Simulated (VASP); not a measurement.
Wanted: the native input for a VASP 6.6.1 run.

```yaml
Task: single point
Functional: LDA
Potentials_or_basis: VASP PAW LDA potentials, release 64 (Fe, Sb)
Cutoff: 520 eV
k_mesh: 8 × 8 × 6
Occupations: fermi-dirac, width 0.1 eV
Spin: collinear spin, ferromagnetic start
Starting_moments: "[3.0, 3.0, 0.0, 0.0] μB"
Dipole_correction: no
Further_INCAR_settings: ALGO = Normal; EDIFF = 1e-06; NBANDS = 25
```

The structure of FeSb lies in POSCAR:

```
FeSb
1.0
    4.2163052107      0.0000000000      0.0000000000
   -2.1081526054      3.6514274226      0.0000000000
    0.0000000000      0.0000000000      5.3274989485
Fe Sb
2 2
Direct
    0.0000000000      0.0000000000      0.0000000000
    0.0000000000      0.0000000000      0.5000000000
    0.3333333333      0.6666666667      0.2500000000
    0.6666666667      0.3333333333      0.7500000000
```

One way to write it, as run:

INCAR

```
SYSTEM = FeSb
PREC = Accurate
ENCUT = 520
EDIFF = 1E-6
ISMEAR = -1
SIGMA = 0.1
LREAL = .False.
LASPH = .True.
NELM = 150
ALGO = Normal
ISIF = 2
LWAVE = .False.
LCHARG = .True.
ISPIN = 2
MAGMOM = 3 3 0 0
LORBIT = 11
LMAXMIX = 4
LELF = .True.
LVHAR = .True.
NBANDS = 25
```

KPOINTS

```
Automatic mesh
0
Gamma
  8 8 6
  0 0 0
```

Potentials or basis: VASP PAW LDA potentials, release 64 (Fe, Sb).

The run is started by

```bash
$ cat potpaw_LDA.64/Fe/POTCAR potpaw_LDA.64/Sb/POTCAR > POTCAR
$ mpirun -np 1 vasp_std > vasp.out
```

It gave:

```json
{
  "Pressure": "-16.9 GPa",
  "Net moment": "3.87 μB per cell",
  "Site moments": "Fe +2.02; Sb -0.07 μB",
  "Valence electrons inside the program's atomic spheres": "Fe 7.02; Sb 2.40"
}
```

Caveat: the cell stands under tension; only a ferromagnetic start was run, and an antiferromagnetic order may lie lower in energy.

It took 87 s on 1 thread of Intel(R) Xeon(R) 6975P-C (Granite Rapids), on a shared host, peak memory 0.26 GiB.
